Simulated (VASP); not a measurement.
Here is a VASP 6.6.1 calculation.

The input INCAR:

```
PREC = Accurate ; ENCUT = 520
EDIFF = 1E-6 ; ISMEAR = 0
SIGMA = 0.1 ; LREAL = False
LASPH = True ; NELM = 80
ALGO = Normal ; ISIF = 2
LWAVE = False ; LCHARG = True
GGA = PE ; LELF = True
LVHAR = True ; NBANDS = 36
```

The input KPOINTS:

```
Automatic mesh
0
Gamma
  12 12 1
```

POSCAR

```
C
1.0
    2.4562499605      0.0000000000      0.0000000000
   -1.2281249803      2.1271748638      0.0000000000
    0.0000000000      0.0000000000     29.4918787000
C
12
Direct
    0.6666666700      0.3333333300      0.9983718000
    0.6666666700      0.3333333300      0.4983719100
    0.6666666700      0.3333333300      0.7327879500
    0.6666666700      0.3333333300      0.2327903300
    0.0000000000      0.0000000000      0.6158379900
    0.3333333300      0.6666666700      0.2327879500
    0.0000000000      0.0000000000      0.1158379900
    0.6666666700      0.3333333300      0.6158400100
    0.3333333300      0.6666666700      0.7327903300
    0.3333333300      0.6666666700      0.1158400100
    0.3333333300      0.6666666700      0.4983718000
    0.3333333300      0.6666666700      0.9983719100
```

Potentials or basis: VASP PAW PBE potentials, release 64 (C).

The run is started by

```sh
$ cat potpaw_PBE.64/C/POTCAR > POTCAR
$ mpirun -np 1 vasp_std > vasp.out
```

Estimate the pressure.

3.0 GPa.

Predict the largest force.

0.047 eV/Å.

Stress tensor (GPa, compression positive):
```
3.99 0.00 0.00
0.00 3.99 0.00
0.00 0.00 1.04
```
